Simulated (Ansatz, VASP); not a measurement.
**One calculation of Li, two programs**

```
Li
1.0
    -2.67595    2.67595    1.45978
     2.67595   -2.67595    1.45978
     2.67595    2.67595   -1.45978
Li
2
Cartesian
  0.0000 0.0000 0.0000
  0.0000 2.6760 0.7299
```

Alike in both runs: task relaxation of cell and atoms; functional PBE; k mesh 22 × 22 × 22; occupations gaussian, width 0.1 eV; no spin polarisation.

|  | VASP | Ansatz |
| --- | --- | --- |
| version | VASP 6.6.1 | Ansatz 0.2.0 |
| potentials or method | VASP PAW PBE potentials, release 64 (Li_sv), cutoff 600 eV | scalar-relativistic, plane waves, PAW |
| valence electrons in the cell | 6 | 6 |

```csv
,VASP,Ansatz,Ansatz less VASP
"gap on the k mesh at the Fermi level, each at its own relaxed structure (eV)",none,none,-
relaxed volume (Å³/atom),20.01,20.30,+0.292
relaxed length of the cell vector where the two differ most in proportion (Å),4.003,4.022,+0.0192
```

A gap of «none» marks a metal or a gap that the smearing closes.

Noted on VASP's run: the cutoff is under 1.25 times that of the potentials, so the pressure is a little rough.
